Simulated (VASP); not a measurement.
# Al (P6_3/mmc) in VASP: a series of runs, part 2 of 2

VASP 6.6.1.

### Step 4. Single point, PBEsol+D3(BJ)

This run uses another cell than the first one, of 18.98 Å³/atom, 1.035 times its volume.

INCAR reads:

```
ALGO     = Fast           # electronic algorithm
EDIFF    = 1E-7           # SCF threshold, eV
ENCUT    = 520            # plane-wave cutoff, eV
GGA      = PS             # functional
ISIF     = 2              # what is computed and relaxed
ISMEAR   = 0              # smearing method
IVDW     = 12             # dispersion correction
LASPH    = T              # aspherical terms in the spheres
LCHARG   = F              # write CHGCAR
LREAL    = F              # projectors in reciprocal space
LWAVE    = F              # write WAVECAR
NBANDS   = 14             # bands
NELM     = 60             # most SCF steps
PREC     = Accurate       # precision mode
SIGMA    = 0.15           # smearing width, eV
```

KPOINTS reads:

```
k-points
0
Gamma
  18 18 6
```

POSCAR reads:

```
Al
1.0
    2.8007800515      0.0000000000      0.0000000000
   -1.4003900257      2.4255466750      0.0000000000
    0.0000000000      0.0000000000     11.1775000000
Al
4
Direct
    0.0000000000      0.0000000000      0.0000000000
    0.3333333333      0.6666666667      0.2500000000
    0.0000000000      0.0000000000      0.5000000000
    0.6666666667      0.3333333333      0.7500000000
```

Potentials or basis: VASP PAW PBE potentials, release 64 (Al).

The run is started by

```
cat potpaw_PBE.64/Al/POTCAR > POTCAR
mpirun -np 1 vasp_std > vasp.out
```

OUTCAR:

```text
EDIFF = 1E-7
   ENCUT = 520
   GGA = PS
   ISIF = 2
   ISMEAR = 0
   IVDW = 12
   LASPH = T
   LREAL = F
   NELM = 60
   PREC = Accurate
 IVDW          = 12

 ion  position               nearest neighbor table
   1  0.000  0.000  0.000-   2 3.23   4 3.23   2 3.23   4 3.23   4 3.23   2 3.23
   2  0.333  0.667  0.250-   1 3.23   3 3.23   1 3.23   3 3.23   1 3.23   3 3.23
   3  0.000  0.000  0.500-   2 3.23   4 3.23   2 3.23   4 3.23   4 3.23   2 3.23
   4  0.667  0.333  0.750-   1 3.23   3 3.23   1 3.23   3 3.23   1 3.23   3 3.23

  LATTYP: Found a hexagonal cell.
 ALAT       =     2.8007800515
 C/A-ratio  =     3.9908524748

  Lattice vectors:

 A1 = (   2.8007800515,   0.0000000000,   0.0000000000)
 A2 = (  -1.4003900257,   2.4255466750,   0.0000000000)
 A3 = (   0.0000000000,   0.0000000000,  11.1775000000)

Analysis of symmetry for initial positions (statically):
=====================================================================
 Subroutine PRICEL returns:
 Original cell was already a primitive cell.

 Routine SETGRP: Setting up the symmetry group for a
 hexagonal supercell.

 Subroutine GETGRP returns: Found 24 space group operations
 (whereof 12 operations were pure point group operations)
 out of a pool of 24 trial point group operations.

The static configuration has the point symmetry D_3d.
 The point group associated with its full space group is D_6h.

Analysis of symmetry for dynamics (positions and initial velocities):
=====================================================================
 Subroutine PRICEL returns:
 Original cell was already a primitive cell.

 Routine SETGRP: Setting up the symmetry group for a
 hexagonal supercell.

 Subroutine GETGRP returns: Found 24 space group operations
 (whereof 12 operations were pure point group operations)
 out of a pool of 24 trial point group operations.

The dynamic configuration has the point symmetry D_3d.
 The point group associated with its full space group is D_6h.

 Subroutine INISYM returns: Found 24 space group operations
 (whereof 12 operations are pure point group operations),
 and found     1 'primitive' translations

----------------------------------------------------------------------------------------

                                     Primitive cell

  volume of cell :      75.9335

  direct lattice vectors                    reciprocal lattice vectors
     2.800780051  0.000000000  0.000000000     0.357043388  0.206139096  0.000000000
    -1.400390026  2.425546675  0.000000000     0.000000000  0.412278193  0.000000000
     0.000000000  0.000000000 11.177500000     0.000000000  0.000000000  0.089465444

  length of vectors
     2.800780051  2.800780051 11.177500000     0.412278193  0.412278193  0.089465444

  position of ions in fractional coordinates (direct lattice)
     0.000000000  0.000000000  0.000000000
     0.333333333  0.666666667  0.250000000
     0.000000000  0.000000000  0.500000000
     0.666666667  0.333333333  0.750000000

  ion indices of the primitive-cell ions
   primitive index   ion index
                 1           1
                 2           2
                 3           3
                 4           4

----------------------------------------------------------------------------------------

 KPOINTS: k-points

[... 55 lines left out ...]
   NGX,Y,Z   is equivalent  to a cutoff of  14.25, 14.25, 12.49 a.u.
   NGXF,Y,Z  is equivalent  to a cutoff of  28.49, 28.49, 24.99 a.u.
 SYSTEM =  unknown system
   PREC   = accura    normal or accurate (medium, high low for compatibility)
   ISTART =      0    job   : 0-new  1-cont  2-samecut
   ICHARG =      2    charge: 1-file 2-atom 10-const
   ISPIN  =      1    spin polarized calculation?
   LNONCOLLINEAR =      F non collinear calculations
   LSORBIT =      F    spin-orbit coupling
   LASPH  =      T    aspherical Exc in radial PAW
   ENCUT  =  520.0 eV  38.22 Ry    6.18 a.u.   5.21  5.21 20.78*2*pi/ulx,y,z
   NELM   =     60;   NELMIN=  2; NELMDL= -5     # of ELM steps
   EDIFF  = 0.1E-06   stopping-criterion for ELM
   LREAL  =      F    real-space projection
   EDIFFG = 0.1E-05   stopping-criterion for IOM
   NSW    =      0    number of steps for IOM
   IBRION =     -1    ionic relax: 0-MD 1-quasi-New 2-CG
   NFREE  =      0    steps in history (QN), initial steepest desc. (CG)
   ISIF   =      2    stress and relaxation
   ISYM   =      2    0-nonsym 1-usesym 2-fastsym
   POTIM  = 0.5000    time-step for ionic-motion
   TEBEG  =    0.0;   TEEND  =   0.0 temperature during run
   PSTRESS=    0.0 pullay stress
   NELECT =      12.0000    total number of electrons
   NUPDOWN=      -1.0000    fix difference up-down
   EMIN   =  10.00;   EMAX   =-10.00  energy-range for DOS
   EFERMI =   0.00;   METHOD = LEGACY
   ISMEAR =     0;   SIGMA  =   0.15  broadening in eV -4-tet -1-fermi 0-gaus
   EFERMI_NEDOS =   21; number of points for ismear=-14 and -15
   IALGO  =     68    algorithm
   IMIX   =      4    mixing-type and parameters
     AMIX     =   0.40;   BMIX     =  1.00
     AMIX_MAG =   1.60;   BMIX_MAG =  1.00
  volume/ion in A,a.u.               =      18.98       128.11
  Fermi-wavevector in a.u.,A,eV,Ry     =   0.885097  1.672591 10.658756  0.783396
  Thomas-Fermi vector in A             =   2.006085
   LORBIT       =      0    0 simple, 1 ext, 2 COOP (PROOUT), +10 PAW based schemes
   GGA     = PS    functional components
   LHFCALC =     F    Hartree Fock is set to
   AEXX    =    0.0000 exact exchange contribution
   IVDW    =    12    specifies the selected vdW correction
   LEPSILON=     F    determine dielectric tensor
   LRPA    =     F    only Hartree local field effects (RPA)
 non-spin polarized calculation
 RMM-DIIS sequential band-by-band and
 Gauss-broadening in eV      SIGMA  =   0.15
  energy-cutoff  :      520.00
  volume of cell :       75.93
 maximum number of plane-waves:      2068
 NGX is ok and might be reduce to    24
   NGX = 11   NGY = 11   NGZ = 41

 number of electron      12.0000000 magnetization

 Free energy of the ion-electron system (eV)
  ---------------------------------------------------
  ext. energy  EPLUGINS =         0.00000000
  ---------------------------------------------------
  free energy    TOTEN  =       -15.77955949 eV

  energy without entropy =      -15.75824645  energy(sigma->0) =      -15.76890297

 E-fermi :   6.4813     XC(G=0):  -9.7313

 val. band max:        6.4807324268   @ k =   0.2778   0.1111   0.5000
 cond. band min:       6.5041327616   @ k =   0.3333   0.2778   0.1667
 fundamental gap:      0.0234003347
 Fermi energy:         6.4812630466

 k-point     1 :       0.0000    0.0000    0.0000
  band No.  band energies     occupation
      1      -3.6871      2.00000
      2      -2.5399      2.00000
      3      -2.5303      2.00000
      4       0.2049      2.00000
      5       1.8350      2.00000
      6       6.7318      0.01820
      7       6.7353      0.01663
      8      13.9019      0.00000
      9      14.4993      0.00000
     10      19.0613      0.00000
     11      19.0613      0.00000
     12      19.0865      0.00000
     13      19.0865      0.00000
     14      19.7529      0.00000
[... 377 lines left out ...]
      1       1.4187      2.00000
      2       2.5155      2.00000
      3       2.5223      2.00000
      4       4.0065      2.00000
      5       5.0032      2.00000
      6       5.2194      2.00000
      7       5.6082      2.00000
      8       6.7972      0.00289
      9       7.8361      0.00000
     10       9.4308      0.00000
     11      10.6424      0.00000
     12      11.2179      0.00000
     13      11.6434      0.00000
     14      11.9216      0.00000

 [... further k-points ...]

------------------------ aborting loop because EDIFF is reached ----------------------------------------

 Edisp (eV)   -1.09900

 E8    (eV) :    -0.7395

  FORCE on cell =-STRESS in cart. coord.  units (eV):
  Direction    XX          YY          ZZ          XY          YZ          ZX
  --------------------------------------------------------------------------------------
  -------------------------------------------------------------------------------------
  Total      -2.85927    -2.85927    -6.46284    -0.00000     0.00000    -0.00000
  in kB     -60.32996   -60.32996  -136.36420    -0.00000     0.00000    -0.00000
  external pressure =      -85.67 kB  Pullay stress =        0.00 kB

 VOLUME and BASIS-vectors are now :
 -----------------------------------------------------------------------------
  energy-cutoff  :      520.00
  volume of cell :       75.93
      direct lattice vectors                 reciprocal lattice vectors
     2.800780051  0.000000000  0.000000000     0.357043388  0.206139096  0.000000000
    -1.400390026  2.425546675  0.000000000     0.000000000  0.412278193  0.000000000
     0.000000000  0.000000000 11.177500000     0.000000000  0.000000000  0.089465444

 POSITION                                       TOTAL-FORCE (eV/Angst)
 -----------------------------------------------------------------------------------
      0.00000      0.00000      0.00000         0.000000      0.000000     -0.000000
     -0.00000      1.61703      2.79438         0.000000     -0.000000      0.000000
      0.00000      0.00000      5.58875         0.000000      0.000000     -0.000000
      1.40039      0.80852      8.38312        -0.000000      0.000000     -0.000000
 -----------------------------------------------------------------------------------
    total drift:                               -0.000000     -0.000000      0.000000

  FREE ENERGIE OF THE ION-ELECTRON SYSTEM (eV)
  ---------------------------------------------------
  free  energy   TOTEN  =       -16.8785608858 eV

  energy  without entropy=      -16.8572478425  energy(sigma->0) =      -16.86790436
```

Wall time 1.8 min (1 thread of AMD EPYC 9R45 (Zen 5), shared host); peak memory 0.25 GiB.

Results:

```yaml
Free_energy: -16.8786 eV
Pressure: -8.6 GPa
Band_gap_on_the_k_mesh: zero (band 6 reaches 8.55 eV, above the bottom of band 7 at 5.26 eV)
Dispersion_energy_per_atom: -0.275 eV
```

Levels at points of the mesh, in eV from the Fermi level:
```
           k point  band 3  band 4  band 5  band 6  band 7  band 8  band 9  band 10
(0.00, 0.00, 0.00)   -9.01   -6.28   -4.65    0.25    0.25    7.42    8.02    12.58
(0.50, 0.00, 0.00)   -3.19   -3.15   -2.64   -2.60   -0.32    0.03    1.15     1.54
(0.00, 0.00, 0.50)   -7.62   -7.62   -2.76   -2.76    3.78    3.78   11.75    11.75
(0.50, 0.00, 0.50)   -3.71   -3.71   -1.75   -1.75   -1.22   -1.22    2.91     2.91
```

Caveat: the PAW data sets were made with another functional, which shifts forces and pressure a little; pairwise dispersion overbinds metals, which lowers pressure and volume.

### Step 5. Single point, PBEsol+D3(BJ)

This run uses another cell than the first one, of 12.15 Å³/atom, 0.662 times its volume.

INCAR reads:

```
ALGO = Normal ; EDIFF = 1E-6
ENCUT = 520 ; GGA = PS
ISIF = 2 ; ISMEAR = 0
IVDW = 12 ; LASPH = T
LCHARG = F ; LREAL = F
LWAVE = F ; NBANDS = 14
NELM = 100 ; PREC = Accurate
SIGMA = 0.15
```

KPOINTS is that of step 4.

POSCAR reads:

```
Al
1.0
    2.6701000000      0.0000000000      0.0000000000
   -1.3350500000      2.3123744307      0.0000000000
    0.0000000000      0.0000000000      7.8684000000
Al
4
Direct
    0.0000000000      0.0000000000      0.0000000000
    0.3333333333      0.6666666667      0.2500000000
    0.0000000000      0.0000000000      0.5000000000
    0.6666666667      0.3333333333      0.7500000000
```

The run is started by

```
cat potpaw_PBE.64/Al/POTCAR > POTCAR
mpirun -np 1 vasp_std > vasp.out
```

Wall time 30 s (1 thread of Intel Xeon Platinum 8559C (Emerald Rapids), shared host); peak memory 0.21 GiB.

The run converged. Its results:

* Free energy: -16.0020 eV
* Pressure: 41.0 GPa
* Band gap on the k mesh: zero (band 6 reaches 17.90 eV, above the bottom of band 7 at 9.44 eV)
* Dispersion energy per atom: -0.433 eV

Stress tensor (GPa, compression positive):
```
32.30  0.00  0.00
 0.00 32.30  0.00
 0.00  0.00 58.34
```

Levels at points of the mesh, in eV from the Fermi level:
```tsv
k point	band 3	band 4	band 5	band 6	band 7	band 8	band 9	band 10
(0.00, 0.00, 0.00)	-10.97	-4.91	-3.35	6.45	6.53	11.32	11.32	11.37
(0.50, 0.00, 0.00)	-4.93	-4.92	-3.85	-3.83	1.12	1.38	2.84	3.06
(0.00, 0.00, 0.50)	-8.13	-8.13	0.82	0.82	11.58	11.58	11.58	11.58
(0.50, 0.00, 0.50)	-6.01	-6.01	-1.99	-1.99	-1.22	-1.22	5.43	5.43
```

Caveat: the PAW data sets were made with another functional, which shifts forces and pressure a little; pairwise dispersion overbinds metals, which lowers pressure and volume.

### Step 6. Single point, PBEsol+D3(BJ)

This run uses another cell than the first one, of 12.24 Å³/atom, 0.668 times its volume.

INCAR reads:

```
SYSTEM = Al
PREC = Accurate
ENCUT = 520
EDIFF = 1E-6
ISMEAR = 0
SIGMA = 0.15
LREAL = .False.
LASPH = .True.
NELM = 60
ALGO = Normal
ISIF = 2
LWAVE = .False.
LCHARG = .True.
GGA = PS
IVDW = 12
LELF = .True.
LVHAR = .True.
NBANDS = 14
```

KPOINTS reads:

```
Automatic mesh
0
Gamma
  18 18 6
  0 0 0
```

POSCAR reads:

```
Al
1.0
    2.8007800515      0.0000000000      0.0000000000
   -1.4003900257      2.4255466750      0.0000000000
    0.0000000000      0.0000000000      7.2065000000
Al
4
Direct
    0.0000000000      0.0000000000      0.0000000000
    0.3333333333      0.6666666667      0.2500000000
    0.0000000000      0.0000000000      0.5000000000
    0.6666666667      0.3333333333      0.7500000000
```

Potentials or basis: VASP PAW PBE potentials, release 64 (Al).

The run is started by

```
cat potpaw_PBE.64/Al/POTCAR > POTCAR
mpirun -np 1 vasp_std > vasp.out
```

It took 33 s on 1 thread of Intel Xeon Platinum 8559C (Emerald Rapids), shared host; peak memory 0.22 GiB.

Results (log left out):

```
Free energy                : -15.0372 eV
Pressure                   : 47.4 GPa
Band gap on the k mesh     : zero (band 6 reaches 20.33 eV, above the bottom of band 7 at 8.89 eV)
Dispersion energy per atom : -0.429 eV
```

Stress tensor (GPa, compression positive):
```
31.39  0.00  0.00
 0.00 31.39  0.00
 0.00  0.00 79.35
```

Levels at points of the mesh, in eV from the Fermi level:
```csv
k point,band 2,band 3,band 4,band 5,band 6,band 7,band 8,band 9,band 10,band 11
"(0.00, 0.00, 0.00)",-10.46,-10.43,-3.35,-1.42,9.02,9.02,9.25,9.25,9.28,9.84
"(0.50, 0.00, 0.00)",-7.08,-5.08,-4.94,-3.98,-3.87,1.96,2.26,3.11,3.97,4.43
"(0.00, 0.00, 0.50)",-12.53,-7.08,-7.08,3.35,3.35,9.51,9.51,9.51,9.51,9.78
"(0.50, 0.00, 0.50)",-6.58,-6.42,-6.42,-1.63,-1.63,-0.80,-0.80,4.53,4.53,5.31
```

Caveat: the PAW data sets were made with another functional, which shifts forces and pressure a little; pairwise dispersion overbinds metals, which lowers pressure and volume.

### Step 7. Overview

| cell | gap on the mesh (eV) | pressure (GPa) |
| --- | --- | --- |
| a = 2.932, b = 2.932, c = 9.854 Å, angles 90.0, 90.0, 120.0°, 4 atoms | none | -10.0 |
| a = 2.866, b = 2.866, c = 10.516 Å, angles 90.0, 90.0, 120.0°, 4 atoms | none | -9.8 |
| a = 2.801, b = 2.801, c = 11.178 Å, angles 90.0, 90.0, 120.0°, 4 atoms | none | -8.6 |
| a = 2.670, b = 2.670, c = 7.868 Å, angles 90.0, 90.0, 120.0°, 4 atoms | none | 41.0 |
| a = 2.801, b = 2.801, c = 7.207 Å, angles 90.0, 90.0, 120.0°, 4 atoms | none | 47.4 |

Alike in all rows: task single point; level PBEsol+D3(BJ); potentials or basis VASP PAW PBE potentials, release 64 (Al); no spin polarisation; k mesh 18 × 18 × 6; cutoff (eV) 520; smearing gaussian 0.15 eV.

Caveats: the PAW data sets were made with another functional, which shifts forces and pressure a little; pairwise dispersion overbinds metals, which lowers pressure and volume.

Total energies depend on the potentials used, so only differences within one code and one set of settings carry meaning.
